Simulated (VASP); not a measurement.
# Mg3Zn7S10 (P1) in VASP: relaxation of cell and atoms with PBE

Aim: the relaxation of cell and atoms of Mg3Zn7S10 with PBE.

Everything below comes from runs of VASP 6.6.1. Logs are shortened: lines on timing, memory, paths and dates and some standing lists are left out, and cuts for length are marked.

**1. The cell of the first run**

The typed cell holds 20 atoms: a = 6.156 Å, b = 6.582 Å, c = 10.054 Å, α = 109.11°, β = 90.00°, γ = 90.00°.

**2. Relaxation of cell and atoms, PBE**

INCAR

```
SYSTEM = Mg3Zn7S10
  ALGO = Normal
  EDIFF = 1E-7
  EDIFFG = -0.04
  ENCUT = 500
  GGA = PE
  GGA_COMPAT = .False.
  IBRION = 2
  ISIF = 3
  ISMEAR = 0
  ISYM = -1
  LASPH = .True.
  LCHARG = .False.
  LREAL = Auto
  LWAVE = .False.
  NELM = 120
  NELMIN = 4
  NSW = 70
  PREC = Accurate
  SIGMA = 0.1
```

KPOINTS

```
explicit points
2
Reciprocal
  0.25000000   0.25000000   0.00000000 2
  0.25000000   0.75000000   0.00000000 2
```

POSCAR

```
Mg3Zn7S10
1.0
    0.0000000000      0.0000000000      6.1559854200
    0.0000000000      6.5817774600      0.0000000000
   -9.4999775000     -3.2908887300      0.0000000000
Mg S Zn
3 10 7
Direct
    0.0019291005      0.3355028135      0.9995104837
    0.5010335319      0.2662630919      0.1974222339
    0.5025108422      0.6637965081      0.9957438128
    0.3750477899      0.7313431123      0.7969585977
    0.3786961377      0.5349881632      0.4019939069
    0.3801872716      0.1293062168      0.6001092719
    0.3758105674      0.3316323778      0.0000137182
    0.3821608158      0.9245672717      0.1965859182
    0.8788137255      0.4681459035      0.6004215417
    0.8761828693      0.2717176004      0.1981901476
    0.8787800032      0.8731083380      0.4036481052
    0.8772479234      0.0666656688      0.7977374449
    0.8842501596      0.6682071516      0.9990989163
    0.0003995143      0.7312062077      0.7984673319
    0.9998834311      0.5334373453      0.3969065602
    0.0049148847      0.1370396515      0.6018476725
    0.9986828336      0.9278210739      0.1973510534
    0.4973608836      0.4645090312      0.5993707941
    0.4979986835      0.8677952618      0.4057101998
    0.4988377630      0.0612574582      0.7989799152
```

Potentials or basis: VASP PAW PBE potentials, release 64 (Mg, S, Zn).

Started as:

```console
$ cat potpaw_PBE.64/Mg/POTCAR potpaw_PBE.64/S/POTCAR potpaw_PBE.64/Zn/POTCAR > POTCAR
$ mpirun -np 1 vasp_std > vasp.out
```

OUTCAR:

```text
SYSTEM = Mg3Zn7S10
   EDIFF = 1E-7
   EDIFFG = -0.04
   ENCUT = 500
   GGA = PE
   IBRION = 2
   ISIF = 3
   ISMEAR = 0
   ISYM = -1
   LASPH = .True.
   LREAL = Auto
   NELM = 120
   NELMIN = 4
   NSW = 70
   PREC = Accurate

 ion  position               nearest neighbor table
   1  0.002  0.336  1.000-   7 2.30  10 2.31  13 2.31  12 2.34
   2  0.501  0.266  0.197-   7 2.30  10 2.31   5 2.35   8 2.36
   3  0.503  0.664  0.996-   8 2.30   4 2.32   7 2.33  13 2.35
   4  0.375  0.731  0.797-  20 2.30  18 2.31  14 2.31   3 2.32
   5  0.379  0.535  0.402-  19 2.30  18 2.30  15 2.33   2 2.35
   6  0.380  0.129  0.600-  19 2.26  20 2.31  16 2.31  18 2.32
[... 12 lines left out ...]
  19  0.498  0.868  0.406-   6 2.26   5 2.30  11 2.34   8 2.36
  20  0.499  0.061  0.799-   4 2.30   6 2.31  12 2.33   7 2.34

IMPORTANT INFORMATION: All symmetrisations will be switched off!
NOSYMM: (Re-)initialisation of all symmetry stuff for point group C_1.

----------------------------------------------------------------------------------------

                                     Primitive cell

  volume of cell :     384.9137

  direct lattice vectors                    reciprocal lattice vectors
     0.000000000  0.000000000  6.155985420     0.000000000  0.000000000  0.162443530
     0.000000000  6.581777460  0.000000000    -0.052631704  0.151934642  0.000000000
    -9.499977500 -3.290888730  0.000000000    -0.105263407  0.000000000  0.000000000

  length of vectors
     6.155985420  6.581777460 10.053831167     0.162443530  0.160792511  0.105263407

  position of ions in fractional coordinates (direct lattice)
     0.001929100  0.335502813  0.999510484
     0.501033532  0.266263092  0.197422234
     0.502510842  0.663796508  0.995743813
     0.375047790  0.731343112  0.796958598
     0.378696138  0.534988163  0.401993907
     0.380187272  0.129306217  0.600109272
[... 12 lines left out ...]
     0.497998684  0.867795262  0.405710200
     0.498837763  0.061257458  0.798979915

  ion indices of the primitive-cell ions
   primitive index   ion index
                 1           1
                 2           2
                 3           3
                 4           4
                 5           5
                 6           6
[... 12 lines left out ...]
                19          19
                20          20

[... 55 lines left out ...]
   GGA     = PE    functional components
   LHFCALC =     F    Hartree Fock is set to
   AEXX    =    0.0000 exact exchange contribution
   IVDW    =     0    specifies the selected vdW correction
   LEPSILON=     F    determine dielectric tensor
   LRPA    =     F    only Hartree local field effects (RPA)
 conjugate gradient relaxation of ions
 non-spin polarized calculation
 Gauss-broadening in eV      SIGMA  =   0.10
  energy-cutoff  :      500.00
  volume of cell :      384.91
 maximum number of plane-waves:      9781
 NGX is ok and might be reduce to    48
   NGX = 23   NGY = 25   NGZ = 37

--------------------------------------- Ionic step        1  -------------------------------------------

 number of electron     149.9999969 magnetization

 Free energy of the ion-electron system (eV)
  ---------------------------------------------------
  ext. energy  EPLUGINS =         0.00000000
  ---------------------------------------------------
  free energy    TOTEN  =       -72.22189819 eV

  energy without entropy =      -72.22189819  energy(sigma->0) =      -72.22189819

------------------------ aborting loop because EDIFF is reached ----------------------------------------

  FORCE on cell =-STRESS in cart. coord.  units (eV):
  Direction    XX          YY          ZZ          XY          YZ          ZX
  --------------------------------------------------------------------------------------
  -------------------------------------------------------------------------------------
  Total       18.3066190     15.6285679     17.8869573     -1.4589362      0.1342274     -0.2287124
  in kB       76.2000705     65.0528629     74.4532565     -6.0727236      0.5587126     -0.9519998
  external PRESSURE =      71.9020633 kB  Pullay stress =       0.0000000 kB
[... 143 lines left out ...]
  FREE ENERGIE OF THE ION-ELECTRON SYSTEM (eV)
  ---------------------------------------------------
  free  energy   TOTEN  =       -73.1483331055 eV

  energy  without entropy=      -73.1483331055  energy(sigma->0) =      -73.14833311

[... ionic steps 4 to 9 ...]

--------------------------------------- Ionic step       10  -------------------------------------------

 number of electron     150.0000000 magnetization

------------------------ aborting loop because EDIFF is reached ----------------------------------------
[... 103 lines left out ...]
--------------------------------------- Ionic step       12  -------------------------------------------

 number of electron     150.0000005 magnetization

 Free energy of the ion-electron system (eV)
  ---------------------------------------------------
  ext. energy  EPLUGINS =         0.00000000
  ---------------------------------------------------
  free energy    TOTEN  =       -73.28527498 eV

  energy without entropy =      -73.28527498  energy(sigma->0) =      -73.28527498

 E-fermi :   1.8923     XC(G=0):  -9.1309

 val. band max:        1.3944879976   @ k =   0.2500   0.2500   0.0000
 cond. band min:       5.3779432072   @ k =   0.2500   0.7500   0.0000
 fundamental gap:      3.9834552096
 Fermi energy:         1.8922991328

 k-point     1 :       0.2500    0.2500    0.0000
  band No.  band energies     occupation
      1     -10.6991      2.00000
      2     -10.2565      2.00000
      3     -10.1888      2.00000
      4     -10.1358      2.00000
      5     -10.0567      2.00000
      6      -9.9206      2.00000
[... 79 lines left out ...]
     86       7.4213      0.00000
     87       7.5571      0.00000

 k-point     2 :       0.2500    0.7500    0.0000
  band No.  band energies     occupation
      1     -10.6992      2.00000
      2     -10.2582      2.00000
      3     -10.1888      2.00000
      4     -10.1295      2.00000
      5     -10.0588      2.00000
      6      -9.9172      2.00000
[... 79 lines left out ...]
     86       7.3303      0.00000
     87       7.4706      0.00000
 [bands above 87 left out]

------------------------ aborting loop because EDIFF is reached ----------------------------------------

  FORCE on cell =-STRESS in cart. coord.  units (eV):
  Direction    XX          YY          ZZ          XY          YZ          ZX
  --------------------------------------------------------------------------------------
  -------------------------------------------------------------------------------------
  Total        0.0176962      0.0175085      0.0728889      0.0031169     -0.0021393     -0.0026459
  in kB        0.0674212      0.0667062      0.2777011      0.0118752     -0.0081506     -0.0100805
  external PRESSURE =       0.1372762 kB  Pullay stress =       0.0000000 kB
[... 35 lines left out ...]
  FREE ENERGIE OF THE ION-ELECTRON SYSTEM (eV)
  ---------------------------------------------------
  free  energy   TOTEN  =       -73.2852749806 eV

  energy  without entropy=      -73.2852749806  energy(sigma->0) =      -73.28527498

 reached required accuracy - stopping structural energy minimisation
```

OSZICAR:

```text
N       E                     dE             d eps       ncg     rms          rms(c)
DAV:   1     0.132915307674E+04    0.13292E+04   -0.63740E+04   360   0.179E+03
DAV:   2     0.168606312614E+03   -0.11605E+04   -0.11185E+04   360   0.439E+02
DAV:   3    -0.597090832866E+02   -0.22832E+03   -0.22275E+03   388   0.173E+02
[... 155 lines left out ...]
DAV:   5    -0.732852722969E+02    0.13889E-05   -0.83237E-05   448   0.119E-01    0.182E-02
DAV:   6    -0.732852741547E+02   -0.18579E-05   -0.27078E-05   432   0.587E-02    0.124E-02
DAV:   7    -0.732852746482E+02   -0.49349E-06   -0.67332E-06   464   0.329E-02    0.531E-03
DAV:   8    -0.732852749292E+02   -0.28093E-06   -0.16290E-06   440   0.109E-02    0.273E-03
DAV:   9    -0.732852749806E+02   -0.51459E-07   -0.47663E-07   328   0.536E-03
  12 F= -.73285275E+02 E0= -.73285275E+02  d E =-.919839E-03
```

Run time: 13 min. Hardware: 1 thread of Intel Xeon 6975P-C (Granite Rapids), shared host; peak memory 0.5 GiB.

Results:

- Free energy: -73.2853 eV
- Relaxed volume: 21.03 Å³/atom
- Relaxed cell: a = 6.363 Å, b = 6.740 Å, c = 10.337 Å, α = 108.43°, β = 89.99°, γ = 90.02°
- Space group after relaxing (to 0.1 Å): P1 (No. 1)
- Energy gained by relaxing: 53.2 meV/atom
- Ionic steps: 12
- Pressure after relaxing: 0.0 GPa
- Largest force after relaxing: 0.035 eV/Å
- Band gap on the k mesh: 3.98 eV

Forces on the atoms (eV/Å):
```
Mg   0.005 -0.002  0.005
Mg   0.012  0.001  0.001
Mg  -0.003 -0.011 -0.006
S   -0.015  0.023  0.003
S    0.011  0.003  0.002
S   -0.010  0.005  0.008
S    0.006 -0.007  0.013
S    0.015  0.001 -0.009
S   -0.018  0.009 -0.005
S    0.002 -0.004  0.019
S    0.031 -0.017 -0.002
S   -0.013  0.004 -0.006
S   -0.017  0.001  0.012
Zn  -0.008  0.005 -0.004
Zn  -0.015 -0.021 -0.005
Zn  -0.004 -0.015 -0.018
Zn   0.007  0.005  0.001
Zn  -0.006  0.013 -0.003
Zn   0.011  0.000 -0.009
Zn   0.010  0.005  0.003
```

The path:
| step | energy change (eV) | largest force (eV/Å) | pressure (GPa) | volume (Å³) |
| --- | --- | --- | --- | --- |
| 1 | 0.0000 | 1.1564 | 7.19 | 384.91 |
| 2 | -0.8663 | 0.3922 | -1.99 | 435.05 |
| 3 | -0.9264 | 0.5214 | -0.41 | 423.77 |
| 4 | -0.9887 | 0.3096 | -0.20 | 422.16 |
| 5 | -1.0301 | 0.2903 | 0.24 | 419.27 |
| 6 | -1.0475 | 0.1715 | -0.06 | 421.11 |
| 7 | -1.0516 | 0.1128 | -0.30 | 422.59 |
| 8 | -1.0596 | 0.0681 | 0.09 | 420.01 |
| 9 | -1.0597 | 0.0680 | 0.13 | 419.75 |
| 10 | -1.0623 | 0.0426 | -0.01 | 420.64 |
| 11 | -1.0625 | 0.0418 | -0.06 | 420.97 |
| 12 | -1.0634 | 0.0349 | 0.01 | 420.53 |

Final structure:
```
Mg S Zn
1.0
    -0.00014   -0.00103    6.36264
    -0.03508    6.73974   -0.00107
    -9.78922   -3.31923    0.00074
Mg S Zn
3 10 7
Direct
  0.00075 0.33037 0.99720
  0.49977 0.26601 0.20453
  0.50083 0.66738 0.99670
  0.37309 0.73158 0.79041
  0.37322 0.54152 0.40652
  0.37474 0.13524 0.59778
  0.38613 0.31926 0.99181
  0.37326 0.92551 0.20688
  0.87450 0.46431 0.59985
  0.88597 0.26915 0.20819
  0.87478 0.86730 0.40156
  0.87363 0.05964 0.79072
  0.88690 0.67996 0.99892
  0.00147 0.73188 0.79373
  0.00161 0.53803 0.40483
  0.00221 0.13216 0.59640
  0.00250 0.93398 0.20419
  0.50165 0.46583 0.59871
  0.50210 0.86886 0.40550
  0.50163 0.06032 0.79163
```

Caveat: a shifted mesh leaves out Γ, where band edges can lie. A k mesh can miss the band edges.
